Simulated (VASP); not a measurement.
Write the native input for VASP 6.6.1 that does the following.

- Task: single point
- Functional: PBE
- Potentials or basis: VASP PAW PBE potentials, release 64 (Mn_pv, O)
- Cutoff: 400 eV
- k mesh: 9 × 9 × 9
- Occupations: gaussian, width 0.02 eV
- Spin: collinear spin, ferromagnetic start
- Starting moments: [4.0, 0.0] μB
- Further INCAR settings: ALGO = Normal; EDIFF = 1e-07

The structure of MnO lies in POSCAR:

```
MnO
1.0
    0.0000000000      2.2239077028      2.2239077028
    2.2239077028      0.0000000000      2.2239077028
    2.2239077028      2.2239077028      0.0000000000
Mn O
1 1
Direct
    0.0083130000     -0.0074890000     -0.0026200000
    0.5001670000      0.5003160000      0.4998630000
```

This cell differs from its parent crystal: atoms moved at random.

The input as run:

INCAR

```
SYSTEM = MnO
PREC     = Accurate       ! precision mode
ENCUT    = 400            ! plane-wave cutoff, eV
EDIFF    = 1E-7           ! SCF threshold, eV
ISMEAR   = 0              ! smearing method
SIGMA    = 0.02           ! smearing width, eV
LREAL    = .FALSE.        ! projectors in reciprocal space
LASPH    = .TRUE.         ! aspherical terms in the spheres
ALGO     = Normal         ! electronic algorithm
NELM     = 100            ! most SCF steps
ISIF     = 2              ! what is computed and relaxed
LWAVE    = .FALSE.        ! write WAVECAR
LCHARG   = .FALSE.        ! write CHGCAR
ISPIN    = 2              ! spin polarisation
MAGMOM   = 4 0            ! initial moments
LORBIT   = 11             ! projections on sites
LMAXMIX  = 4              ! l up to which the mixer works
```

KPOINTS

```
k-points
0
Gamma
  9 9 9
```

Potentials or basis: VASP PAW PBE potentials, release 64 (Mn_pv, O).

Launch:

```sh
$ cat potpaw_PBE.64/Mn_pv/POTCAR potpaw_PBE.64/O/POTCAR > POTCAR
$ mpirun -np 1 vasp_std > vasp.out
```

It gave:

| Property | Result |
| --- | --- |
| Largest force | 0.100 eV/Å |
| Net moment | 4.73 μB per cell |
| Site moments | Mn +4.31; O +0.19 μB |
| Valence electrons inside the program's atomic spheres | Mn 11.35; O 5.01 |

Caveat: the cell differs from its parent crystal (atoms moved at random); a cell with one magnetic atom can't hold antiferromagnetic order, which such compounds often take.

Run time: 65 s on 1 thread of Intel(R) Xeon(R) 6975P-C (Granite Rapids), on a shared host, peak memory 0.25 GiB.
